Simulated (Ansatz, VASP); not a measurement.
**Bi: VASP beside Ansatz**

INCAR

```
PREC = Accurate
ENCUT = 600
EDIFF = 1E-6
ISMEAR = -1
SIGMA = 0.05
LREAL = False
LASPH = True
NELM = 100
ALGO = Normal
ISIF = 3
LWAVE = False
LCHARG = False
GGA = PS
IVDW = 13
IBRION = 2
NSW = 60
EDIFFG = -0.01
```

Contents of KPOINTS:

```
Automatic mesh
0
Gamma
  9 9 9
```

The input POSCAR:

```
Bi
1.0
   -1.9814305318      1.9814305318      1.9814305318
    1.9814305318     -1.9814305318      1.9814305318
    1.9814305318      1.9814305318     -1.9814305318
Bi
1
Direct
    0.0000000000      0.0000000000      0.0000000000
```

Contents of input.yaml:

```yaml
crystal:
  lattice:
    - [-1.9814305318, 1.9814305318, 1.9814305318]
    - [1.9814305318, -1.9814305318, 1.9814305318]
    - [1.9814305318, 1.9814305318, -1.9814305318]
  atoms:
    - { symbol: Bi, position: [0.0, 0.0, 0.0] }
hamiltonian:
  xc: pbesol
  pseudopotentials: { kind: paw }
  dispersion: d4
kpoints:
  mp_grid: { grid: [9, 9, 9] }
scf:
  occupations: { method: fermi_dirac, width: 0.05 }
output:
  forces: true
  stress: true
relax:
  f_tol: 0.01
  max_steps: 40
  cell: { stress_tol: 0.05 }
```

Alike in both runs: task relaxation of cell and atoms; functional PBEsol; dispersion D4; k mesh 9 × 9 × 9; occupations fermi-dirac, width 0.05 eV; no spin polarisation.

|  | VASP | Ansatz |
| --- | --- | --- |
| version | VASP 6.6.1 | Ansatz 0.2.0 |
| potentials or method | VASP PAW PBE potentials, release 64 (Bi_d) | Ansatz PAW |
| plane-wave cutoff (eV) | 600 | 420 |
| valence electrons in the cell | 15 | 15 |

Ansatz gave:

| Item | Value |
| --- | --- |
| relaxed volume (Å³/atom) | 29.17 |
| relaxed cell length with the largest relative difference (Å) | 3.359 |

Question: What did VASP give for the same quantities?

Answer: Relaxed volume (Å³/atom): 29.18; relaxed cell length with the largest relative difference (Å): 3.359.

VASP's potentials were made for PBE, not for PBEsol.

Neither program's run includes spin-orbit coupling. Noted on Ansatz's run: the plane-wave basis is chosen anew once the cell has moved, so the energies of steps on either side of that aren't comparable.
